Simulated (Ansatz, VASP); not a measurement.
## Two plane-wave programs on K

Contents of INCAR:

```
PREC = Accurate ; ENCUT = 520
EDIFF = 1E-6 ; ISMEAR = -1
SIGMA = 0.1 ; LREAL = False
LASPH = True ; NELM = 100
ALGO = Normal ; ISIF = 2
LWAVE = False ; LCHARG = False
GGA = RP ; NBANDS = 10
```

KPOINTS

```
regular mesh
0
Gamma
  8 8 8
```

File POSCAR:

```
K
1.0
    4.3008726828      0.0000000000      0.0000000000
    0.0000000000      4.3008726828      0.0000000000
    0.0000000000      0.0000000000      4.3008726828
K
1
Direct
    0.0000000000      0.0000000000      0.0000000000
```

Input for Ansatz:

```yaml
crystal:
  lattice:
    - [4.3008726828, 0.0, 0.0]
    - [0.0, 4.3008726828, 0.0]
    - [0.0, 0.0, 4.3008726828]
  atoms:
    - { symbol: K, position: [0.0, 0.0, 0.0] }
hamiltonian:
  xc: rpbe
  pseudopotentials:
    kind: paw
    azcp:
      K: "pseudopotentials/K.paw.azcp"
basis:
  ecutwfc: 420
  fft_grid_basis: typed
kpoints:
  mp_grid: { grid: [8, 8, 8], shift: [0, 0, 0] }
magnetization:
  spin_polarized: false
scf:
  occupations: { method: fermi_dirac, width: 0.1 }
  lower_state_search: "off"
output:
  stress: true
```

Alike in both runs: task single point; functional RPBE; k mesh 8 × 8 × 8; occupations fermi-dirac, width 0.1 eV; no spin polarisation.

```csv
,VASP,Ansatz
version,VASP 6.6.1,Ansatz 0.2.0
potentials or method,"VASP PAW PBE potentials, release 64 (K_sv), cutoff 520 eV","plane waves (420 eV) with PAW, scalar-relativistic"
valence electrons in the cell,9,9
```

```csv
,VASP,Ansatz,Ansatz less VASP
pressure (GPa),0.2,0.2,+0.01
```

VASP's potentials were made for PBE, not for RPBE.
